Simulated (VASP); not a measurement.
# CdSe (P6_3mc) in VASP: relaxation of the atoms with PBE

Aim: the relaxation of the atoms of CdSe with PBE.

Program: VASP 6.6.1. These are calculated values, not measurements. Logs are shortened: lines on timing, memory, paths and dates and some standing lists are left out, and cuts for length are marked.

## (1) The cell of the first run

Symmetry: P6_3mc, No. 186, hexagonal system. The conventional cell has a = 4.299 Å, b = 4.299 Å, c = 7.010 Å, α = 90.00°, β = 90.00°, γ = 120.00°. Cd (site symmetry 3m) has 4 Se at 2.63 to 2.64 Å within 3.5 Å. Se (site symmetry 3m) has 4 Cd at 2.63 to 2.64 Å within 3.5 Å.

## (2) Relaxation of the atoms, PBE

Input file INCAR:

```
SYSTEM = CdSe
ALGO = Normal
EDIFF = 1E-6
EDIFFG = -0.003
ENCUT = 520
GGA = PE
IBRION = 2
ISIF = 2
ISMEAR = 0
LASPH = .TRUE.
LCHARG = .FALSE.
LREAL = .FALSE.
LWAVE = .FALSE.
NELM = 60
NSW = 80
PREC = Accurate
SIGMA = 0.05
```

Input file KPOINTS:

```
k-points
0
G
  8 8 5
  0 0 0
```

Input file POSCAR:

```
CdSe
1.0
    4.2990000000      0.0000000000      0.0000000000
   -2.1495000000      3.7230432100      0.0000000000
    0.0000000000      0.0000000000      7.0100000000
Cd Se
2 2
Direct
    0.3333333333      0.6666666667      0.0000000000
    0.6666666667      0.3333333333      0.5000000000
    0.3333333333      0.6666666667      0.3760000000
    0.6666666667      0.3333333333      0.8760000000
```

Potentials or basis: VASP PAW PBE potentials, release 64 (Cd, Se).

Command:

```sh
$ cat potpaw_PBE.64/Cd/POTCAR potpaw_PBE.64/Se/POTCAR > POTCAR
$ mpirun -np 1 vasp_std > vasp.out
```

OUTCAR:

```text
SYSTEM = CdSe
   EDIFF = 1E-6
   EDIFFG = -0.003
   ENCUT = 520
   GGA = PE
   IBRION = 2
   ISIF = 2
   ISMEAR = 0
   LASPH = .TRUE.
   LREAL = .FALSE.
   NELM = 60
   NSW = 80
   PREC = Accurate

 ion  position               nearest neighbor table
   1  0.333  0.667  0.000-   4 2.63   4 2.63   4 2.63   3 2.64
   2  0.667  0.333  0.500-   3 2.63   3 2.63   3 2.63   4 2.64
   3  0.333  0.667  0.376-   2 2.63   2 2.63   2 2.63   1 2.64
   4  0.667  0.333  0.876-   1 2.63   1 2.63   1 2.63   2 2.64

  LATTYP: Found a hexagonal cell.
 ALAT       =     4.2990000000
 C/A-ratio  =     1.6306117702

  Lattice vectors:

 A1 = (   4.2990000000,   0.0000000000,   0.0000000000)
 A2 = (  -2.1495000000,   3.7230432100,   0.0000000000)
 A3 = (   0.0000000000,   0.0000000000,   7.0100000000)

Analysis of symmetry for initial positions (statically):
=====================================================================
 Subroutine PRICEL returns:
 Original cell was already a primitive cell.

 Routine SETGRP: Setting up the symmetry group for a
 hexagonal supercell.

 Subroutine GETGRP returns: Found 12 space group operations
 (whereof  6 operations were pure point group operations)
 out of a pool of 24 trial point group operations.

The static configuration has the point symmetry C_3v.
 The point group associated with its full space group is C_6v.

Analysis of symmetry for dynamics (positions and initial velocities):
=====================================================================
 Subroutine PRICEL returns:
 Original cell was already a primitive cell.

 Routine SETGRP: Setting up the symmetry group for a
 hexagonal supercell.

 Subroutine GETGRP returns: Found 12 space group operations
 (whereof  6 operations were pure point group operations)
 out of a pool of 24 trial point group operations.

The dynamic configuration has the point symmetry C_3v.
 The point group associated with its full space group is C_6v.

 Subroutine INISYM returns: Found 12 space group operations
 (whereof  6 operations are pure point group operations),
 and found     1 'primitive' translations

----------------------------------------------------------------------------------------

                                     Primitive cell

  volume of cell :     112.1976

  direct lattice vectors                    reciprocal lattice vectors
     4.299000000  0.000000000  0.000000000     0.232612235  0.134298737  0.000000000
    -2.149500000  3.723043210  0.000000000     0.000000000  0.268597474  0.000000000
     0.000000000  0.000000000  7.010000000     0.000000000  0.000000000  0.142653352

  length of vectors
     4.299000000  4.298999999  7.010000000     0.268597473  0.268597474  0.142653352

  position of ions in fractional coordinates (direct lattice)
     0.333333333  0.666666667  0.000000000
     0.666666667  0.333333333  0.500000000
     0.333333333  0.666666667  0.376000000
     0.666666667  0.333333333  0.876000000

  ion indices of the primitive-cell ions
   primitive index   ion index
                 1           1
                 2           2
                 3           3
                 4           4

----------------------------------------------------------------------------------------

 KPOINTS: k-points

Automatic generation of k-mesh.
 Grid dimensions read from file:
 generate k-points for:    8    8    5

 Generating k-lattice:

  Cartesian coordinates                     Fractional coordinates (reciprocal lattice)
     0.029076529  0.016787342  0.000000000     0.125000000  0.000000000  0.000000000
     0.000000000  0.033574684  0.000000000     0.000000000  0.125000000  0.000000000
     0.000000000  0.000000000  0.028530670     0.000000000  0.000000000  0.200000000

  Length of vectors
     0.033574684  0.033574684  0.028530670

  Shift w.r.t. Gamma in fractional coordinates (k-lattice)
     0.000000000  0.000000000  0.000000000

 Subroutine IBZKPT returns following result:
 ===========================================

 Found     30 irreducible k-points:

 Following reciprocal coordinates:
            Coordinates               Weight
  0.000000  0.000000  0.000000      1.000000
  0.125000  0.000000  0.000000      6.000000
  0.250000  0.000000  0.000000      6.000000
  0.375000  0.000000  0.000000      6.000000
  0.500000  0.000000  0.000000      3.000000
  0.125000  0.125000  0.000000      6.000000
[... 16 lines left out ...]
  0.250000  0.000000  0.400000     12.000000
  0.375000  0.000000  0.400000     12.000000
 [... further k-points ...]
   k-points           NKPTS =     30   k-points in BZ     NKDIM =     30   number of bands    NBANDS=     22
   number of dos      NEDOS =    301   number of ions     NIONS =      4
   total plane-waves  NPLWV =  55296
   dimension x,y,z NGX =    32 NGY =   32 NGZ =   54
   dimension x,y,z NGXF=    64 NGYF=   64 NGZF=  108
   ions per type =               2   2
   NGX,Y,Z   is equivalent  to a cutoff of  12.37, 12.37, 12.81 a.u.
   NGXF,Y,Z  is equivalent  to a cutoff of  24.75, 24.75, 25.61 a.u.
 SYSTEM =  CdSe
   PREC   = accura    normal or accurate (medium, high low for compatibility)
   ISTART =      0    job   : 0-new  1-cont  2-samecut
   ICHARG =      2    charge: 1-file 2-atom 10-const
   ISPIN  =      1    spin polarized calculation?
   LNONCOLLINEAR =      F non collinear calculations
   LSORBIT =      F    spin-orbit coupling
   LASPH  =      T    aspherical Exc in radial PAW
   ENCUT  =  520.0 eV  38.22 Ry    6.18 a.u.   7.99  7.99 13.03*2*pi/ulx,y,z
   NELM   =     60;   NELMIN=  2; NELMDL= -5     # of ELM steps
   EDIFF  = 0.1E-05   stopping-criterion for ELM
   LREAL  =      F    real-space projection
   EDIFFG = -.3E-02   stopping-criterion for IOM
   NSW    =     80    number of steps for IOM
   IBRION =      2    ionic relax: 0-MD 1-quasi-New 2-CG
   NFREE  =      1    steps in history (QN), initial steepest desc. (CG)
   ISIF   =      2    stress and relaxation
   ISYM   =      2    0-nonsym 1-usesym 2-fastsym
   POTIM  = 0.5000    time-step for ionic-motion
   TEBEG  =    0.0;   TEEND  =   0.0 temperature during run
   PSTRESS=    0.0 pullay stress
   NELECT =      36.0000    total number of electrons
   NUPDOWN=      -1.0000    fix difference up-down
   EMIN   =  10.00;   EMAX   =-10.00  energy-range for DOS
   EFERMI =   0.00;   METHOD = LEGACY
   ISMEAR =     0;   SIGMA  =   0.05  broadening in eV -4-tet -1-fermi 0-gaus
   EFERMI_NEDOS =   21; number of points for ismear=-14 and -15
   IALGO  =     38    algorithm
   IMIX   =      4    mixing-type and parameters
     AMIX     =   0.40;   BMIX     =  1.00
     AMIX_MAG =   1.60;   BMIX_MAG =  1.00
  volume/ion in A,a.u.               =      28.05       189.29
  Fermi-wavevector in a.u.,A,eV,Ry     =   1.120765  2.117938 17.090465  1.256114
  Thomas-Fermi vector in A             =   2.257414
   LORBIT       =      0    0 simple, 1 ext, 2 COOP (PROOUT), +10 PAW based schemes
   GGA     = PE    functional components
   LHFCALC =     F    Hartree Fock is set to
   AEXX    =    0.0000 exact exchange contribution
   IVDW    =     0    specifies the selected vdW correction
   LEPSILON=     F    determine dielectric tensor
   LRPA    =     F    only Hartree local field effects (RPA)
 conjugate gradient relaxation of ions
 non-spin polarized calculation
 Gauss-broadening in eV      SIGMA  =   0.05
  energy-cutoff  :      520.00
  volume of cell :      112.20
 maximum number of plane-waves:      3046
 NGX is ok and might be reduce to    32
   NGX = 15   NGY = 15   NGZ = 27

--------------------------------------- Ionic step        1  -------------------------------------------

 number of electron      35.9999997 magnetization

 Free energy of the ion-electron system (eV)
  ---------------------------------------------------
  ext. energy  EPLUGINS =         0.00000000
  ---------------------------------------------------
  free energy    TOTEN  =       -10.92146098 eV

  energy without entropy =      -10.92146098  energy(sigma->0) =      -10.92146098

------------------------ aborting loop because EDIFF is reached ----------------------------------------

  FORCE on cell =-STRESS in cart. coord.  units (eV):
  Direction    XX          YY          ZZ          XY          YZ          ZX
  --------------------------------------------------------------------------------------
  -------------------------------------------------------------------------------------
  Total        2.3304807      2.3304807      2.3628912      0.0000000      0.0000000      0.0000000
  in kB       33.2791746     33.2791745     33.7419964      0.0000000      0.0000000      0.0000000
  external PRESSURE =      33.4334485 kB  Pullay stress =       0.0000000 kB
[... 61 lines left out ...]
  energy  without entropy=      -10.9214689279  energy(sigma->0) =      -10.92146893

--------------------------------------- Ionic step        3  -------------------------------------------

 number of electron      35.9999997 magnetization

 Free energy of the ion-electron system (eV)
  ---------------------------------------------------
  ext. energy  EPLUGINS =         0.00000000
  ---------------------------------------------------
  free energy    TOTEN  =       -10.92147158 eV

  energy without entropy =      -10.92147158  energy(sigma->0) =      -10.92147158

 E-fermi :   1.2351     XC(G=0):  -8.8925

 val. band max:        0.9677943351   @ k =   0.0000   0.0000   0.0000
 cond. band min:       1.6414542429   @ k =   0.0000   0.0000   0.0000
 fundamental gap:      0.6736599078
 Fermi energy:         1.2350986377

 k-point     1 :       0.0000    0.0000    0.0000
  band No.  band energies     occupation
      1     -11.6483      2.00000
      2     -11.2677      2.00000
      3      -6.9690      2.00000
      4      -6.9620      2.00000
      5      -6.9620      2.00000
      6      -6.8935      2.00000
[... 574 lines left out ...]
      6      -6.7964      2.00000
[... 14 lines left out ...]
     21       5.8253      0.00000
     22       6.1236      0.00000

 [... further k-points ...]
[... 5 lines left out ...]
  --------------------------------------------------------------------------------------
  -------------------------------------------------------------------------------------
  Total        2.3247970      2.3247970      2.3917178      0.0000000      0.0000000      0.0000000
  in kB       33.1980120     33.1980120     34.1536379      0.0000000      0.0000000      0.0000000
  external PRESSURE =      33.5165540 kB  Pullay stress =       0.0000000 kB
[... 19 lines left out ...]
  FREE ENERGIE OF THE ION-ELECTRON SYSTEM (eV)
  ---------------------------------------------------
  free  energy   TOTEN  =       -10.9214715786 eV

  energy  without entropy=      -10.9214715786  energy(sigma->0) =      -10.92147158

 reached required accuracy - stopping structural energy minimisation
```

It took 55 s on 1 thread of Intel Xeon Platinum 8488C (Sapphire Rapids), shared host; peak memory 0.26 GiB.

Results:

- Free energy: -10.9215 eV
- Energy gained by relaxing: 0.0 meV/atom
- Ionic steps: 3
- Pressure after relaxing: 3.4 GPa
- Band gap on the k mesh: 0.67 eV

Stress tensor (GPa, compression positive):
```
3.32 0.00 0.00
0.00 3.32 0.00
0.00 0.00 3.42
```

Final structure:
```
Cd Se
1.0
     4.29900    0.00000    0.00000
    -2.14950    3.72304    0.00000
     0.00000    0.00000    7.01000
Cd Se
2 2
Direct
  0.33333 0.66667 0.00010
  0.66667 0.33333 0.50010
  0.33333 0.66667 0.37590
  0.66667 0.33333 0.87590
```

Levels at points of the mesh, in eV from the valence-band top:
```csv
k point,band 15,band 16,band 17,band 18,band 19,band 20,band 21,band 22
"(0.00, 0.00, 0.00)",-0.77,-0.05,0.00,0.00,0.67,2.20,5.86,5.86
"(0.50, 0.00, 0.00)",-2.68,-1.87,-1.34,-0.76,3.22,3.33,4.77,6.16
```
